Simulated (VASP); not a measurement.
Write the native input for VASP 6.6.1 that does the following.

```
Task                   : single point
Functional             : PBE
Potentials or basis    : VASP PAW PBE potentials, release 64 (Mg, Se)
Cutoff                 : 600 eV
k mesh                 : 8 × 8 × 8
Occupations            : gaussian, width 0.02 eV
Spin                   : no spin polarisation
Dipole correction      : no
Further INCAR settings : ALGO = Normal; EDIFF = 1e-06; NBANDS = 11
```

The structure of MgSe lies in POSCAR:

```
MgSe
1.0
    0.0000000000      2.6982441493      2.6982441493
    2.6982441493      0.0000000000      2.6982441493
    2.6982441493      2.6982441493      0.0000000000
Mg Se
1 1
Direct
    0.0000000000      0.0000000000      0.0000000000
    0.5000000000      0.5000000000      0.5000000000
```

This cell differs from its parent crystal: volume scaled by 0.94.

These files were run (other wordings do the same):

INCAR

```
SYSTEM = MgSe
  ALGO = Normal
  EDIFF = 1E-6
  ENCUT = 600
  GGA = PE
  GGA_COMPAT = .False.
  ISIF = 2
  ISMEAR = 0
  LASPH = .True.
  LCHARG = .True.
  LELF = .True.
  LREAL = .False.
  LVHAR = .True.
  LWAVE = .False.
  NBANDS = 11
  NELM = 120
  PREC = Accurate
  SIGMA = 0.02
```

KPOINTS

```
k-points
0
Gamma
  8 8 8
  0 0 0
```

Potentials or basis: VASP PAW PBE potentials, release 64 (Mg, Se).

The run is started by

```bash
$ cat potpaw_PBE.64/Mg/POTCAR potpaw_PBE.64/Se/POTCAR > POTCAR
$ mpirun -np 1 vasp_std > vasp.out
```

Results of the run:

The pressure is 4.1 GPa. The band gap on the k mesh is 1.85 eV, indirect (least direct gap 2.81 eV).

Run time: 9.1 s on 1 thread of Intel(R) Xeon(R) 6975P-C (Granite Rapids), with other jobs on the host, peak memory 0.17 GiB.
